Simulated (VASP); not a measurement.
Write the native input for VASP 6.6.1 that does the following.

* Task: single point
* Functional: PBE
* Potentials or basis: VASP PAW PBE potentials, release 64 (Al)
* Cutoff: 400 eV
* k mesh: 8 × 8 × 1
* Occupations: methfessel-paxton, width 0.05 eV
* Spin: no spin polarisation
* Dipole correction: yes
* Further INCAR settings: ALGO = Normal; EDIFF = 1e-06; NBANDS = 16; NELMDL = -8

The structure of Al lies in POSCAR:

```
Al
1.0
    2.8635066922      0.0000000000      0.0000000000
    1.4317533461      2.4798695393      0.0000000000
    0.0000000000      0.0000000000     23.3521736945
Al
5
Direct
    0.0000000000      0.0000000000      0.2997579622
    0.6666666667      0.6666666667      0.3998789811
    0.3333333333      0.3333333333      0.5000000000
    0.0000000000      0.0000000000      0.6001210189
    0.6666666667      0.6666666667      0.7002420378
```

The input as run:

INCAR

```
ALGO = Normal
DIPOL = 0.5 0.5 0.500
EDIFF = 1E-6
ENCUT = 400
GGA = PE
GGA_COMPAT = F
IDIPOL = 3
ISIF = 2
ISMEAR = 1
LASPH = T
LCHARG = F
LDIPOL = T
LREAL = F
LWAVE = F
NBANDS = 16
NELM = 120
NELMDL = -8
PREC = Accurate
SIGMA = 0.05
```

KPOINTS

```
k-points
0
Gamma
  8 8 1
```

Potentials or basis: VASP PAW PBE potentials, release 64 (Al).

Run with:

```bash
$ cat potpaw_PBE.64/Al/POTCAR > POTCAR
$ mpirun -np 1 vasp_std > vasp.out
```

Results of the run:

```json
{"Largest force": "0.050 eV/Å"}
```

Wall time 19 s on 1 thread of Intel(R) Xeon(R) 6975P-C (Granite Rapids) (shared host), peak memory 0.22 GiB.
